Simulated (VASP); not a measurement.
# SnO (P4/nmm) in VASP: a series of runs, part 2 of 3

VASP 6.6.1. Earlier steps stand in the parts before.

**3. Single point, PBEsol**

INCAR

```
SYSTEM = SnO
PREC = Accurate
ENCUT = 520
EDIFF = 1E-6
ISMEAR = 0
SIGMA = 0.01
LREAL = .FALSE.
LASPH = .TRUE.
NELM = 60
ALGO = Normal
ISIF = 2
LWAVE = .FALSE.
LCHARG = .TRUE.
GGA = PS
LELF = .TRUE.
LVHAR = .TRUE.
NBANDS = 28
```

KPOINTS

```
Automatic mesh
0
G
  10 10 8
  0 0 0
```

POSCAR

```
SnO
1.0
    3.8052939825      0.0000000000      0.0000000000
    0.0000000000      3.8052939825      0.0000000000
    0.0000000000      0.0000000000      4.7534315886
Sn O
2 2
Direct
    0.0000000000      0.5000000000      0.2423994222
    0.5000000000      0.0000000000      0.7576005778
    0.5000000000      0.5000000000      0.0000000000
    0.0000000000      0.0000000000      0.0000000000
```

Potentials or basis: VASP PAW PBE potentials, release 64 (Sn_d, O).

Command:

```bash
> cat potpaw_PBE.64/Sn_d/POTCAR potpaw_PBE.64/O/POTCAR > POTCAR
> mpirun -np 1 vasp_std > vasp.out
```

OUTCAR:

```text
SYSTEM = SnO
   PREC = Accurate
   ENCUT = 520
   EDIFF = 1E-6
   ISMEAR = 0
   LREAL = .FALSE.
   LASPH = .TRUE.
   NELM = 60
   ISIF = 2
   GGA = PS

 ion  position               nearest neighbor table
   1  0.000  0.500  0.242-   3 2.22   4 2.22   4 2.22   3 2.22   2 3.54   2 3.54   2 3.54   2 3.54
                             2 3.64   2 3.64   2 3.64   2 3.64
   2  0.500  0.000  0.758-   3 2.22   4 2.22   3 2.22   4 2.22   1 3.54   1 3.54   1 3.54   1 3.54
                             1 3.64   1 3.64   1 3.64   1 3.64
   3  0.500  0.500  0.000-   1 2.22   2 2.22   2 2.22   1 2.22
   4  0.000  0.000  0.000-   1 2.22   2 2.22   1 2.22   2 2.22

  LATTYP: Found a simple tetragonal cell.
 ALAT       =     3.8052939825
 C/A-ratio  =     1.2491627744

  Lattice vectors:

 A1 = (   3.8052939825,   0.0000000000,   0.0000000000)
 A2 = (   0.0000000000,   3.8052939825,   0.0000000000)
 A3 = (   0.0000000000,   0.0000000000,   4.7534315886)

Analysis of symmetry for initial positions (statically):
=====================================================================
 Subroutine PRICEL returns:
 Original cell was already a primitive cell.

 Routine SETGRP: Setting up the symmetry group for a
 simple tetragonal supercell.

 Subroutine GETGRP returns: Found 16 space group operations
 (whereof  8 operations were pure point group operations)
 out of a pool of 16 trial point group operations.

The static configuration has the point symmetry D_2d.
 The point group associated with its full space group is D_4h.

Analysis of symmetry for dynamics (positions and initial velocities):
=====================================================================
 Subroutine PRICEL returns:
 Original cell was already a primitive cell.

 Routine SETGRP: Setting up the symmetry group for a
 simple tetragonal supercell.

[... 124 lines left out ...]
   ISMEAR =     0;   SIGMA  =   0.01  broadening in eV -4-tet -1-fermi 0-gaus
   EFERMI_NEDOS =   21; number of points for ismear=-14 and -15
   IALGO  =     38    algorithm
   IMIX   =      4    mixing-type and parameters
     AMIX     =   0.40;   BMIX     =  1.00
     AMIX_MAG =   1.60;   BMIX_MAG =  1.00
  volume/ion in A,a.u.               =      17.21       116.12
  Fermi-wavevector in a.u.,A,eV,Ry     =   1.366156  2.581660 25.393669  1.866382
  Thomas-Fermi vector in A             =   2.492321
   LORBIT       =      0    0 simple, 1 ext, 2 COOP (PROOUT), +10 PAW based schemes
   GGA     = PS    functional components
   LHFCALC =     F    Hartree Fock is set to
   AEXX    =    0.0000 exact exchange contribution
   IVDW    =     0    specifies the selected vdW correction
   LEPSILON=     F    determine dielectric tensor
   LRPA    =     F    only Hartree local field effects (RPA)
 non-spin polarized calculation
 Gauss-broadening in eV      SIGMA  =   0.01
  energy-cutoff  :      520.00
  volume of cell :       68.83
 maximum number of plane-waves:      1872
   NGX = 15   NGY = 15   NGZ = 17

 number of electron      39.9999991 magnetization

 Free energy of the ion-electron system (eV)
  ---------------------------------------------------
  ext. energy  EPLUGINS =         0.00000000
  ---------------------------------------------------
  free energy    TOTEN  =       -24.21442835 eV

  energy without entropy =      -24.21438501  energy(sigma->0) =      -24.21440668

 E-fermi :   7.2182     XC(G=0): -10.5921

 val. band max:        7.2153980357   @ k =   0.1000   0.0000   0.0000
 cond. band min:       7.3740818433   @ k =   0.5000   0.5000   0.1250
 fundamental gap:      0.1586838077
 Fermi energy:         7.2181899410

 k-point     1 :       0.0000    0.0000    0.0000
  band No.  band energies     occupation
      1     -14.7162      2.00000
      2     -14.2728      2.00000
      3     -14.2728      2.00000
      4     -14.2623      2.00000
      5     -14.2208      2.00000
      6     -14.2181      2.00000
[... 733 lines left out ...]
     27      14.3263      0.00000
     28      16.6255      0.00000

 [... further k-points ...]

------------------------ aborting loop because EDIFF is reached ----------------------------------------

  FORCE on cell =-STRESS in cart. coord.  units (eV):
  Direction    XX          YY          ZZ          XY          YZ          ZX
  --------------------------------------------------------------------------------------
  -------------------------------------------------------------------------------------
  Total        0.1029715      0.1029715      0.0992079      0.0000000      0.0000000      0.0000000
  in kB        2.3968665      2.3968665      2.3092607      0.0000000      0.0000000      0.0000000
  external PRESSURE =       2.3676645 kB  Pullay stress =       0.0000000 kB

 VOLUME and BASIS-vectors are now :
 -----------------------------------------------------------------------------
  energy-cutoff  :      520.00
  volume of cell :       68.83
      direct lattice vectors                 reciprocal lattice vectors
     3.805293982  0.000000000  0.000000000     0.262791785  0.000000000  0.000000000
     0.000000000  3.805293982  0.000000000     0.000000000  0.262791785  0.000000000
     0.000000000  0.000000000  4.753431589     0.000000000  0.000000000  0.210374333

 POSITION                                       TOTAL-FORCE (eV/Angst)
 -----------------------------------------------------------------------------------
      0.00000      1.90265      1.15223        -0.000000      0.000000      0.087127
      1.90265      0.00000      3.60120         0.000000      0.000000     -0.087127
      1.90265      1.90265      0.00000         0.000000      0.000000      0.000000
      0.00000      0.00000      0.00000         0.000000     -0.000000      0.000000
 -----------------------------------------------------------------------------------
    total drift:                                0.000000      0.000000      0.000000

  FREE ENERGIE OF THE ION-ELECTRON SYSTEM (eV)
  ---------------------------------------------------
  free  energy   TOTEN  =       -24.2144283498 eV

  energy  without entropy=      -24.2143850130  energy(sigma->0) =      -24.21440668
```

OSZICAR:

```text
N       E                     dE             d eps       ncg     rms          rms(c)
DAV:   1     0.413440569137E+03    0.41344E+03   -0.19922E+04  6120   0.220E+03
DAV:   2     0.354257326180E+02   -0.37801E+03   -0.36287E+03  6056   0.545E+02
DAV:   3    -0.245184685934E+02   -0.59944E+02   -0.58782E+02  6708   0.180E+02
DAV:   4    -0.273680702029E+02   -0.28496E+01   -0.28352E+01  6724   0.417E+01
DAV:   5    -0.274361303130E+02   -0.68060E-01   -0.68052E-01  6460   0.698E+00    0.108E+01
DAV:   6    -0.242797821375E+02    0.31563E+01   -0.14294E+01  9540   0.431E+01    0.482E+00
DAV:   7    -0.242492258238E+02    0.30556E-01   -0.17701E+00  6876   0.803E+00    0.241E+00
DAV:   8    -0.242242312792E+02    0.24995E-01   -0.28310E-01  7184   0.346E+00    0.756E-01
DAV:   9    -0.242137635540E+02    0.10468E-01   -0.42426E-02  9400   0.223E+00    0.214E-01
DAV:  10    -0.242146551354E+02   -0.89158E-03   -0.59915E-03  8120   0.744E-01    0.114E-01
DAV:  11    -0.242144149206E+02    0.24021E-03   -0.13286E-03  9088   0.354E-01    0.204E-02
DAV:  12    -0.242144325629E+02   -0.17642E-04   -0.16766E-04  6016   0.766E-02    0.244E-02
DAV:  13    -0.242144284582E+02    0.41046E-05   -0.17821E-05  7072   0.275E-02    0.214E-03
DAV:  14    -0.242144283498E+02    0.10846E-06   -0.77730E-07  3640   0.929E-03
   1 F= -.24214428E+02 E0= -.24214407E+02  d E =-.433368E-04
```

stdout:

```text
POSCAR found type information on POSCAR SnO
 POSCAR found :  2 types and       4 ions
 scaLAPACK will be used
 -----------------------------------------------------------------------------
|                                                                             |
|                                                                             |
|     You enforced a specific xc type in the INCAR file but a different       |
|     I HOPE YOU KNOW WHAT YOU ARE DOING!                                     |
|                                                                             |
 -----------------------------------------------------------------------------

 LDA part: xc-table for (Slater+PW92), standard interpolation
 POSCAR, INCAR and KPOINTS ok, starting setup
 FFT: planning ... GRIDC
 FFT: planning ... GRID_SOFT
 FFT: planning ... GRID
 WAVECAR not read
 entering main loop
```

It took 2 min on 1 thread of Intel Xeon Platinum 8259CL at 2.50GHz (Skylake/Cascade Lake), shared host; peak memory 0.29 GiB.

Results:

```
Free energy            : -24.2144 eV
Pressure               : 0.2 GPa
Largest force          : 0.087 eV/Å
Band gap on the k mesh : zero (bands 20 and 21 overlap by 0.09 eV)
```

Forces on the atoms (eV/Å):
```
Sn   0.000  0.000  0.087
Sn   0.000  0.000 -0.087
O    0.000  0.000  0.000
O    0.000  0.000  0.000
```

Caveat: semilocal functionals underestimate gaps, so a narrow gap can read as zero; the PAW data sets were made with another functional, which shifts forces and pressure a little; spin-orbit coupling is left out, which moves the levels of the heavy elements.

**4. Single point, PBEsol**

INCAR

```
ALGO     = Normal         # electronic algorithm
EDIFF    = 1E-6           # SCF threshold, eV
ENCUT    = 520            # plane-wave cutoff, eV
GGA      = PS             # functional
ISIF     = 2              # what is computed and relaxed
ISMEAR   = 0              # smearing method
LASPH    = T              # aspherical terms in the spheres
LCHARG   = T              # write CHGCAR
LELF     = T              # ELF
LREAL    = F              # projectors in reciprocal space
LVHAR    = T            
LWAVE    = F              # write WAVECAR
NBANDS   = 28             # bands
NELM     = 100            # most SCF steps
PREC     = Accurate       # precision mode
SIGMA    = 0.1            # smearing width, eV
```

KPOINTS

```
k-points
0
Gamma
  12 12 10
```

POSCAR is that of step 3.

Potentials or basis: VASP PAW PBE potentials, release 64 (Sn_d, O).

Command:

```bash
> cat potpaw_PBE.64/Sn_d/POTCAR potpaw_PBE.64/O/POTCAR > POTCAR
> mpirun -np 1 vasp_std > vasp.out
```

OUTCAR:

```text
EDIFF = 1E-6
   ENCUT = 520
   GGA = PS
   ISIF = 2
   ISMEAR = 0
   LASPH = T
   LREAL = F
   NELM = 100
   PREC = Accurate

 ion  position               nearest neighbor table
   1  0.000  0.500  0.242-   3 2.22   4 2.22   4 2.22   3 2.22   2 3.54   2 3.54   2 3.54   2 3.54
                             2 3.64   2 3.64   2 3.64   2 3.64
   2  0.500  0.000  0.758-   3 2.22   4 2.22   3 2.22   4 2.22   1 3.54   1 3.54   1 3.54   1 3.54
                             1 3.64   1 3.64   1 3.64   1 3.64
   3  0.500  0.500  0.000-   1 2.22   2 2.22   2 2.22   1 2.22
   4  0.000  0.000  0.000-   1 2.22   2 2.22   1 2.22   2 2.22

  LATTYP: Found a simple tetragonal cell.
 ALAT       =     3.8052939825
 C/A-ratio  =     1.2491627744

  Lattice vectors:

 A1 = (   3.8052939825,   0.0000000000,   0.0000000000)
 A2 = (   0.0000000000,   3.8052939825,   0.0000000000)
 A3 = (   0.0000000000,   0.0000000000,   4.7534315886)

Analysis of symmetry for initial positions (statically):
=====================================================================
[... 176 lines left out ...]
  energy without entropy =      -24.21390302  energy(sigma->0) =      -24.21427263

 E-fermi :   7.2659     XC(G=0): -10.5921

 val. band max:        7.2200384892   @ k =   0.0833   0.0833   0.0000
 cond. band min:       7.2856698013   @ k =   0.5000   0.5000   0.1000
 fundamental gap:      0.0656313122
 Fermi energy:         7.2659017501

 k-point     1 :       0.0000    0.0000    0.0000
  band No.  band energies     occupation
      1     -14.7161      2.00000
      2     -14.2728      2.00000
      3     -14.2728      2.00000
      4     -14.2623      2.00000
      5     -14.2208      2.00000
      6     -14.2180      2.00000
[... 733 lines left out ...]
     27      14.6664      0.00000
     28      15.1456      0.00000

 [... further k-points ...]

------------------------ aborting loop because EDIFF is reached ----------------------------------------

  FORCE on cell =-STRESS in cart. coord.  units (eV):
  Direction    XX          YY          ZZ          XY          YZ          ZX
  --------------------------------------------------------------------------------------
  -------------------------------------------------------------------------------------
  Total        0.1009258      0.1009258      0.0969922      0.0000000     -0.0000000      0.0000000
  in kB        2.3492494      2.3492494      2.2576881      0.0000000     -0.0000000      0.0000000
  external PRESSURE =       2.3187289 kB  Pullay stress =       0.0000000 kB

 VOLUME and BASIS-vectors are now :
 -----------------------------------------------------------------------------
  energy-cutoff  :      520.00
  volume of cell :       68.83
      direct lattice vectors                 reciprocal lattice vectors
     3.805293982  0.000000000  0.000000000     0.262791785  0.000000000  0.000000000
     0.000000000  3.805293982  0.000000000     0.000000000  0.262791785  0.000000000
     0.000000000  0.000000000  4.753431589     0.000000000  0.000000000  0.210374333

 POSITION                                       TOTAL-FORCE (eV/Angst)
 -----------------------------------------------------------------------------------
      0.00000      1.90265      1.15223        -0.000000      0.000000      0.086755
      1.90265      0.00000      3.60120         0.000000      0.000000     -0.086755
      1.90265      1.90265      0.00000        -0.000000      0.000000      0.000000
      0.00000      0.00000      0.00000         0.000000     -0.000000      0.000000
 -----------------------------------------------------------------------------------
    total drift:                                0.000000      0.000000      0.000000

  FREE ENERGIE OF THE ION-ELECTRON SYSTEM (eV)
  ---------------------------------------------------
  free  energy   TOTEN  =       -24.2146422353 eV

  energy  without entropy=      -24.2139030235  energy(sigma->0) =      -24.21427263
```

OSZICAR:

```text
N       E                     dE             d eps       ncg     rms          rms(c)
DAV:   1     0.415063570935E+03    0.41506E+03   -0.19903E+04  9704   0.220E+03
DAV:   2     0.359181598836E+02   -0.37915E+03   -0.36393E+03  9672   0.540E+02
DAV:   3    -0.244385209743E+02   -0.60357E+02   -0.59043E+02 10680   0.180E+02
DAV:   4    -0.273669271842E+02   -0.29284E+01   -0.29130E+01 10852   0.420E+01
DAV:   5    -0.274362166527E+02   -0.69289E-01   -0.69280E-01 10356   0.700E+00    0.108E+01
DAV:   6    -0.242802195109E+02    0.31560E+01   -0.14292E+01 15268   0.431E+01    0.482E+00
DAV:   7    -0.242494750732E+02    0.30744E-01   -0.17714E+00 11016   0.803E+00    0.241E+00
DAV:   8    -0.242245279109E+02    0.24947E-01   -0.28369E-01 11412   0.346E+00    0.759E-01
DAV:   9    -0.242139905935E+02    0.10537E-01   -0.43161E-02 15136   0.224E+00    0.215E-01
DAV:  10    -0.242149104432E+02   -0.91985E-03   -0.62695E-03 13140   0.762E-01    0.122E-01
DAV:  11    -0.242146263225E+02    0.28412E-03   -0.14804E-03 14516   0.370E-01    0.200E-02
DAV:  12    -0.242146487152E+02   -0.22393E-04   -0.20069E-04  9676   0.812E-02    0.276E-02
DAV:  13    -0.242146425141E+02    0.62011E-05   -0.21701E-05 12068   0.320E-02    0.336E-03
DAV:  14    -0.242146422353E+02    0.27874E-06   -0.17658E-06  7216   0.123E-02
   1 F= -.24214642E+02 E0= -.24214273E+02  d E =-.739212E-03
```

stdout:

```text
POSCAR found type information on POSCAR SnO
 POSCAR found :  2 types and       4 ions
 scaLAPACK will be used
 -----------------------------------------------------------------------------
|                                                                             |
|                                                                             |
|     You enforced a specific xc type in the INCAR file but a different       |
|     I HOPE YOU KNOW WHAT YOU ARE DOING!                                     |
|                                                                             |
 -----------------------------------------------------------------------------

 LDA part: xc-table for (Slater+PW92), standard interpolation
 POSCAR, INCAR and KPOINTS ok, starting setup
 FFT: planning ... GRIDC
 FFT: planning ... GRID_SOFT
 FFT: planning ... GRID
 WAVECAR not read
 entering main loop
```

Run time: 2.9 min. Hardware: 1 thread of Intel Xeon Platinum 8259CL at 2.50GHz (Skylake/Cascade Lake), shared host; peak memory 0.36 GiB.

What came out:

```
Free energy            : -24.2146 eV
Pressure               : 0.2 GPa
Largest force          : 0.087 eV/Å
Band gap on the k mesh : zero (bands 20 and 21 overlap by 0.10 eV)
```

Forces in eV/Å, atoms in the order of the input:
```
Sn   0.000  0.000  0.087
Sn   0.000  0.000 -0.087
O    0.000  0.000  0.000
O    0.000  0.000  0.000
```

Caveat: semilocal functionals underestimate gaps, so a narrow gap can read as zero; the PAW data sets were made with another functional, which shifts forces and pressure a little; spin-orbit coupling is left out, which moves the levels of the heavy elements.

(Continued in part 3 of 3.)
